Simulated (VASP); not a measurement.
ScAl3, 4 atoms in the cell. It takes space group Pm-3m (No. 221, cubic). The conventional cell has a = 4.070 Å, b = 4.070 Å, c = 4.070 Å, α = 90.00°, β = 90.00°, γ = 90.00°. Sc (site symmetry m-3m) has 12 Al at 2.88 Å within 3.8 Å. Within 3.8 Å of Al (site symmetry 4/mmm) lie 4 Sc at 2.88 Å and 8 Al at 2.88 Å. 

| Property | Result |
| --- | --- |
| Program | VASP 6.6.1 |
| Task | single point |
| Functional | PBEsol |
| Potentials or basis | VASP PAW PBE potentials, release 64 (Sc_sv, Al) |
| Cutoff | 520 eV |
| k mesh | 10 × 10 × 10 |
| Occupations | gaussian, width 0.1 eV |
| Spin | no spin polarisation |
| Dipole correction | no |
| Further INCAR settings | ALGO = Normal; EDIFF = 1e-07; NBANDS = 18 |

Potentials or basis: VASP PAW PBE potentials, release 64 (Sc_sv, Al).

Run with:

```bash
$ cat potpaw_PBE.64/Sc_sv/POTCAR potpaw_PBE.64/Al/POTCAR > POTCAR
$ mpirun -np 1 vasp_std > vasp.out
```

Hardware: 1 thread of Intel(R) Xeon(R) 6975P-C (Granite Rapids) (shared host).

How long does it take, and how much memory?

Run time: 30 s on 1 thread of Intel(R) Xeon(R) 6975P-C (Granite Rapids), with other jobs on the host, peak memory 0.2 GiB. Counts: scf iterations 14, k points 56.
